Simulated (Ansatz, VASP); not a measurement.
# One calculation of Co, two programs

The input INCAR:

```
SYSTEM = Co
PREC = Accurate
ENCUT = 520
EDIFF = 1E-6
ISMEAR = -1
SIGMA = 0.05
LREAL = .False.
LASPH = .True.
NELM = 150
ALGO = Normal
ISIF = 2
LWAVE = .False.
LCHARG = .False.
ISPIN = 2
MAGMOM = 1.7 1.7 1.7
LORBIT = 11
LMAXMIX = 4
GGA = PE
NBANDS = 24
```

Contents of KPOINTS:

```
regular mesh
0
Gamma
  10 10 14
  0 0 0
```

Contents of POSCAR:

```
Co
1.0
    3.6313356630      0.0000000000      0.0000000000
   -1.8156678315      3.1448289338      0.0000000000
    0.0000000000      0.0000000000      2.2067168637
Co
3
Direct
    0.0000000000      0.0000000000      0.0000000000
    0.3333333333      0.6666666667      0.5000000000
    0.6666666667      0.3333333333      0.5000000000
```

Input for Ansatz:

```yaml
crystal:
  lattice:
    - [3.631335663, 0.0, 0.0]
    - [-1.8156678315, 3.1448289338, 0.0]
    - [0.0, 0.0, 2.2067168637]
  atoms:
    - { symbol: Co, position: [0.0, 0.0, 0.0], spin: 1.7 }
    - { symbol: Co, position: [0.3333333333, 0.6666666667, 0.5], spin: 1.7 }
    - { symbol: Co, position: [0.6666666667, 0.3333333333, 0.5], spin: 1.7 }
magnetization:
  spin_polarized: true
kpoints:
  mp_grid: { grid: [10, 10, 14] }
scf:
  occupations: { method: fermi_dirac, width: 0.05 }
hamiltonian:
  xc: pbe
  pseudopotentials: { kind: all_electron, lapw: { basis_error: 0.001 } }
output:
  forces: true
  stress: true
  eigenvalues: true
  populations: true
```

Change from the starting cell: volume scaled by 0.76, LAPW.

Alike in both runs: task single point; functional PBE; k mesh 10 × 10 × 14; occupations fermi-dirac, width 0.05 eV; collinear spin.

|  | VASP | Ansatz |
| --- | --- | --- |
| version | VASP 6.6.1 | Ansatz 0.2.0 |
| potentials or method | VASP PAW PBE potentials, release 64 (Co), cutoff 520 eV | all-electron LAPW, scalar-relativistic |

Ansatz gave:

| Item | Value |
| --- | --- |
| pressure (GPa) | 105.6 |
| traceless stress, the component that is largest in VASP (GPa) | 0.11 |
| net moment per atom (μB) | 1.34 |
| size of the moment on the site where the two differ most (μB) | 1.46 |

Which values does VASP return?

Pressure (GPa): 102.9; traceless stress, the component that is largest in VASP (GPa): 0.32; net moment per atom (μB): 1.34; size of the moment on the site where the two differ most (μB): 1.39.

Site moments also hang on the region over which each program counts them. Both programs put the cell under a high pressure, so it lies far from rest at this level. Ansatz ran all-electron here, and VASP with PAW potentials.

Noted on VASP's run: the cell as given lies far from equilibrium.
